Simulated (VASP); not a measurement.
# ZnIr2 (P6/mmm) in VASP: further runs, part 2 of 2

VASP 6.6.1. Earlier steps stand in the parts before.

## (3) Relaxation of cell and atoms, PBE

This run uses another cell than the first one, of 15.04 Å³/atom, 1.004 times its volume.

File INCAR:

```
SYSTEM = ZnIr2
  ALGO = Fast
  EDIFF = 1E-6
  EDIFFG = -0.01
  ENCUT = 600
  GGA = PE
  IBRION = 2
  ISIF = 3
  ISMEAR = 0
  LASPH = .TRUE.
  LCHARG = .FALSE.
  LREAL = .FALSE.
  LWAVE = .FALSE.
  NELM = 80
  NSW = 100
  PREC = Accurate
  SIGMA = 0.1
```

File KPOINTS:

```
k-points
0
G
  12 12 16
  0 0 0
```

File POSCAR:

```
ZnIr2
1.0
    4.3630426522      0.0000000000      0.0000000000
   -2.1815213261      3.7785057746      0.0000000000
    0.0000000000      0.0000000000      2.7376687927
Zn Ir
1 2
Direct
    0.0000000000      0.0000000000      0.0000000000
    0.3333333333      0.6666666667      0.5000000000
    0.6666666667      0.3333333333      0.5000000000
```

Potentials or basis: VASP PAW PBE potentials, release 64 (Zn, Ir).

On the command line:

```bash
cat potpaw_PBE.64/Zn/POTCAR potpaw_PBE.64/Ir/POTCAR > POTCAR
mpirun -np 1 vasp_std > vasp.out
```

OUTCAR:

```text
SYSTEM = ZnIr2
   EDIFF = 1E-6
   EDIFFG = -0.01
   ENCUT = 600
   GGA = PE
   IBRION = 2
   ISIF = 3
   ISMEAR = 0
   LASPH = .TRUE.
   LREAL = .FALSE.
   NELM = 80
   NSW = 100
   PREC = Accurate

 ion  position               nearest neighbor table
   1  0.000  0.000  0.000-   2 2.87   3 2.87   2 2.87   3 2.87   2 2.87   2 2.87   3 2.87   3 2.87
                             3 2.87   3 2.87   2 2.87   2 2.87
   2  0.333  0.667  0.500-   3 2.52   3 2.52   3 2.52   1 2.87   1 2.87   1 2.87   1 2.87   1 2.87
                             1 2.87
   3  0.667  0.333  0.500-   2 2.52   2 2.52   2 2.52   1 2.87   1 2.87   1 2.87   1 2.87   1 2.87
                             1 2.87

  LATTYP: Found a hexagonal cell.
 ALAT       =     4.3630426522
 C/A-ratio  =     0.6274678042

  Lattice vectors:

 A1 = (   4.3630426522,   0.0000000000,   0.0000000000)
 A2 = (  -2.1815213261,   3.7785057746,   0.0000000000)
 A3 = (   0.0000000000,   0.0000000000,   2.7376687927)

Analysis of symmetry for initial positions (statically):
=====================================================================
 Subroutine PRICEL returns:
 Original cell was already a primitive cell.

 Routine SETGRP: Setting up the symmetry group for a
 hexagonal supercell.

 Subroutine GETGRP returns: Found 24 space group operations
 (whereof 24 operations were pure point group operations)
 out of a pool of 24 trial point group operations.

The static configuration has the point symmetry D_6h.

Analysis of symmetry for dynamics (positions and initial velocities):
=====================================================================
 Subroutine PRICEL returns:
 Original cell was already a primitive cell.

 Routine SETGRP: Setting up the symmetry group for a
 hexagonal supercell.

 Subroutine GETGRP returns: Found 24 space group operations
 (whereof 24 operations were pure point group operations)
 out of a pool of 24 trial point group operations.
[... 126 lines left out ...]
  Thomas-Fermi vector in A             =   2.548765
   LORBIT       =      0    0 simple, 1 ext, 2 COOP (PROOUT), +10 PAW based schemes
   GGA     = PE    functional components
   LHFCALC =     F    Hartree Fock is set to
   AEXX    =    0.0000 exact exchange contribution
   IVDW    =     0    specifies the selected vdW correction
   LEPSILON=     F    determine dielectric tensor
   LRPA    =     F    only Hartree local field effects (RPA)
 conjugate gradient relaxation of ions
 non-spin polarized calculation
 RMM-DIIS sequential band-by-band and
 Gauss-broadening in eV      SIGMA  =   0.10
  energy-cutoff  :      600.00
  volume of cell :       45.13
 maximum number of plane-waves:      1529
 NGX is ok and might be reduce to    36
   NGX = 17   NGY = 17   NGZ = 11

--------------------------------------- Ionic step        1  -------------------------------------------

 number of electron      30.0000002 magnetization

 Free energy of the ion-electron system (eV)
  ---------------------------------------------------
  ext. energy  EPLUGINS =         0.00000000
  ---------------------------------------------------
  free energy    TOTEN  =       -18.47787568 eV

  energy without entropy =      -18.46271491  energy(sigma->0) =      -18.47029530

------------------------ aborting loop because EDIFF is reached ----------------------------------------

  FORCE on cell =-STRESS in cart. coord.  units (eV):
  Direction    XX          YY          ZZ          XY          YZ          ZX
  --------------------------------------------------------------------------------------
  -------------------------------------------------------------------------------------
  Total        0.2979022      0.2979022     -0.6694672      0.0000000     -0.0000000      0.0000000
  in kB       10.5753263     10.5753263    -23.7656338      0.0000000     -0.0000000      0.0000000
  external PRESSURE =      -0.8716604 kB  Pullay stress =       0.0000000 kB
[... 135 lines left out ...]
--------------------------------------- Ionic step        5  -------------------------------------------

 number of electron      29.9999999 magnetization

 Free energy of the ion-electron system (eV)
  ---------------------------------------------------
  ext. energy  EPLUGINS =         0.00000000
  ---------------------------------------------------
  free energy    TOTEN  =       -18.48178268 eV

  energy without entropy =      -18.46639672  energy(sigma->0) =      -18.47408970

 E-fermi :   6.9809     XC(G=0): -12.9494

 val. band max:        6.9806032665   @ k =   0.4167   0.0833   0.2500
 cond. band min:       6.9833770683   @ k =   0.4167   0.0000   0.3750
 fundamental gap:      0.0027738018
 Fermi energy:         6.9809496725

 k-point     1 :       0.0000    0.0000    0.0000
  band No.  band energies     occupation
      1      -3.1527      2.00000
      2      -0.6002      2.00000
      3      -0.0584      2.00000
      4      -0.0584      2.00000
      5       0.2232      2.00000
      6       0.2232      2.00000
[... 505 lines left out ...]
      6       0.1909      2.00000
[... 11 lines left out ...]
     18       8.6103      0.00000
     19      11.9831      0.00000

 [... further k-points ...]
[... 5 lines left out ...]
  --------------------------------------------------------------------------------------
  -------------------------------------------------------------------------------------
  Total       -0.0007041     -0.0007041      0.0012888      0.0000000     -0.0000000      0.0000000
  in kB       -0.0250521     -0.0250521      0.0458578      0.0000000     -0.0000000      0.0000000
  external PRESSURE =      -0.0014155 kB  Pullay stress =       0.0000000 kB
[... 18 lines left out ...]
  FREE ENERGIE OF THE ION-ELECTRON SYSTEM (eV)
  ---------------------------------------------------
  free  energy   TOTEN  =       -18.4817826757 eV

  energy  without entropy=      -18.4663967197  energy(sigma->0) =      -18.47408970

 reached required accuracy - stopping structural energy minimisation
```

Wall time 11 min (1 thread of Oxide Virtual Turin-like, shared host); peak memory 0.3 GiB.

What came out:

| Property | Result |
| --- | --- |
| Free energy | -18.4818 eV |
| Relaxed volume | 15.01 Å³/atom |
| Relaxed cell | a = 4.377 Å, b = 4.377 Å, c = 2.714 Å, α = 90.00°, β = 90.00°, γ = 120.00° |
| Space group after relaxing (to 0.05 Å) | P6/mmm (No. 191) |
| Energy gained by relaxing | 1.3 meV/atom |
| Ionic steps | 5 |
| Pressure after relaxing | 0.0 GPa |
| Band gap on the k mesh | zero (band 15 reaches 8.65 eV, above the bottom of band 16 at 6.16 eV) |

The path:
```
step  energy change (eV)  largest force (eV/Å)  pressure (GPa)  volume (Å³)
   1              0.0000                0.0000           -0.09        45.13
   2             -0.0035                0.0000           -0.30        45.08
   3             -0.0039                0.0000           -0.30        45.09
   4             -0.0037                0.0000            0.65        44.91
   5             -0.0039                0.0000            0.00        45.03
```

Final structure:
```yaml
crystal:
  lattice:
    - [4.37721, 0.00000, 0.00000]
    - [-2.18861, 3.79078, 0.00000]
    - [0.00000, 0.00000, 2.71375]
  atoms:
    - { symbol: Zn, position: [0.00000, 0.00000, 0.00000] }
    - { symbol: Ir, position: [0.33333, 0.66667, 0.50000] }
    - { symbol: Ir, position: [0.66667, 0.33333, 0.50000] }
```

Caveat: spin-orbit coupling is left out, which moves the levels of the heavy elements.
